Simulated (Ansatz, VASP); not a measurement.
## Be2C: VASP beside Ansatz

```
Be C
1.0
     0.00000    2.14482    2.14482
     2.14482    0.00000    2.14482
     2.14482    2.14482    0.00000
Be C
2 1
Cartesian
  1.0724 1.0724 1.0724
  3.2172 3.2172 3.2172
  0.0000 0.0000 0.0000
```

Alike in both runs: task single point; functional LDA; k mesh 10 × 10 × 10; no spin polarisation.

|  | VASP | Ansatz |
| --- | --- | --- |
| version | VASP 6.6.1 | Ansatz 0.2.0 |
| potentials or method | VASP PAW LDA potentials, release 64 (Be, C), cutoff 600 eV | all-electron LAPW, scalar-relativistic |
| occupations | gaussian, width 0.01 eV | fixed |

```tsv
	VASP	Ansatz	Ansatz less VASP
gap on the k mesh at the Fermi level (eV)	1.19	1.20	+0.005
pressure (GPa)	-2.7	-3.3	-0.59
```

LDA's correlation is that of Perdew and Zunger in VASP and of Perdew and Wang (1992) in Ansatz. Ansatz ran all-electron here, and VASP with PAW potentials.
